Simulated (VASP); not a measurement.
Here is a VASP 6.6.1 calculation.

File INCAR:

```
PREC = Accurate
ENCUT = 520
EDIFF = 1E-6
ISMEAR = -1
SIGMA = 0.05
LREAL = False
LASPH = True
NELM = 80
ALGO = Normal
ISIF = 2
LWAVE = False
LCHARG = False
GGA = PE
NBANDS = 26
```

The input KPOINTS:

```
regular mesh
0
Gamma
  5 5 6
```

File POSCAR:

```
CuI
1.0
    3.7578912747     -3.7356638172      0.0000000000
    3.7578912747      3.7356638172      0.0000000000
    0.0000000000      0.0000000000      4.3355216646
I Cu
2 2
Direct
    0.2299573200      0.7700426800      0.2500000000
    0.7700426800      0.2299573200      0.7500000000
    0.5795611700      0.4204388300      0.2500000000
    0.4204388300      0.5795611700      0.7500000000
```

Potentials or basis: VASP PAW PBE potentials, release 64 (I, Cu).

Run with:

```console
$ cat potpaw_PBE.64/I/POTCAR potpaw_PBE.64/Cu/POTCAR > POTCAR
$ mpirun -np 1 vasp_std > vasp.out
```

Question: What does it give for the band gap on the k mesh?

Answer: 1.02 eV.

Question: Predict the largest force.

Answer: 0.080 eV/Å.

Question: What does it give for the pressure?

Answer: 0.7 GPa.

Stress tensor (GPa, compression positive):
```
0.81 0.00 0.00
0.00 0.64 0.00
0.00 0.00 0.54
```

Caveat: spin-orbit coupling is left out, which moves the levels of the heavy elements. A k mesh can miss the band edges.
